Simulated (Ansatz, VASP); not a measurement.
One calculation of HfSiO4, two programs

Contents of POSCAR:

```
HfSiO4
1.0
    3.2856928626      0.0000000000      0.0000000000
    0.0000000000      3.2856928626      0.0000000000
    0.0000000000      0.0000000000      5.7004959659
Hf Si O
1 1 4
Direct
    0.5000000000      0.5000000000      0.5000000000
    0.0000000000      0.0000000000      0.0000000000
    0.5000000000      0.0000000000      0.6763713356
    0.0000000000      0.5000000000      0.8779573389
    0.0000000000      0.5000000000      0.3236286644
    0.5000000000      0.0000000000      0.1220426611
```

File INCAR.step1:

```
SYSTEM = HfSiO4
PREC = Accurate
ENCUT = 520
ISMEAR = 0
SIGMA = 0.01
LREAL = .FALSE.
LASPH = .TRUE.
NELM = 80
NBANDS = 28
GGA = PE
ALGO = Normal
EDIFF = 1E-4
LWAVE = .TRUE.
LCHARG = .FALSE.
```

INCAR.step2

```
SYSTEM = HfSiO4
PREC = Accurate
ENCUT = 520
EDIFF = 1E-6
ISMEAR = 0
SIGMA = 0.01
LREAL = .FALSE.
LASPH = .TRUE.
NELM = 80
ALGO = Normal
ISIF = 2
LWAVE = .FALSE.
LCHARG = .FALSE.
METAGGA = R2SCAN
LMIXTAU = .TRUE.
NBANDS = 28
ISTART = 1
```

The input KPOINTS:

```
Automatic mesh
0
G
  8 8 4
  0 0 0
```

Input for Ansatz:

```yaml
crystal:
  lattice:
    - [3.2856928626, 0.0, 0.0]
    - [0.0, 3.2856928626, 0.0]
    - [0.0, 0.0, 5.7004959659]
  atoms:
    - { symbol: Hf, position: [0.5, 0.5, 0.5] }
    - { symbol: Si, position: [0.0, 0.0, 0.0] }
    - { symbol: O, position: [0.5, 0.0, 0.6763713356] }
    - { symbol: O, position: [0.0, 0.5, 0.8779573389] }
    - { symbol: O, position: [0.0, 0.5, 0.3236286644] }
    - { symbol: O, position: [0.5, 0.0, 0.1220426611] }
kpoints:
  mp_grid: { grid: [8, 8, 4] }
  band_path:
    path:
      - [0.0, 0.0, 0.0]
      - [0.0, 0.5, 0.0]
      - [0.5, 0.5, 0.0]
      - [0.0, 0.0, 0.5]
      - [0.0, 0.5, 0.5]
      - [0.5, 0.5, 0.5]
    npoints: 1
hamiltonian:
  xc: r2scan
scf:
  occupations: { method: fixed }
  n_extra_bands: 5
output:
  forces: true
  stress: true
  eigenvalues: true
```

Alike in both runs: task single point; functional r2SCAN; k mesh 8 × 8 × 4; no spin polarisation.

```csv
,VASP,Ansatz
version,VASP 6.6.1,Ansatz 0.2.0
potentials or method,"VASP PAW PBE potentials, release 64 (Hf_pv, Si, O)","plane waves, PAW"
plane-wave cutoff (eV),520,500
occupations,"gaussian, width 0.01 eV",fixed
valence electrons in the cell,38,54
```

Ansatz gave:

```
gap on the k mesh at the Fermi level (eV)                     : 3.22
pressure (GPa)                                                : 0.0
traceless stress, the component that is largest in VASP (GPa) : 0.00
rms of the force components (eV/Å)                            : 0.000
```

Q: Estimate VASP's values.

A: gap on the k mesh at the Fermi level (eV): 3.21; pressure (GPa): -1.2; traceless stress, the component that is largest in VASP (GPa): -0.48; rms of the force components (eV/Å): 0.055.

VASP's potentials were made for PBE, not for r2SCAN. Atom by atom the forces differ by 0.055 eV/Å (rms over components). VASP's potentials hold 38 valence electrons a cell and Ansatz's 54, so a difference there can come from the potentials and not from the codes.

Neither program's run includes spin-orbit coupling.
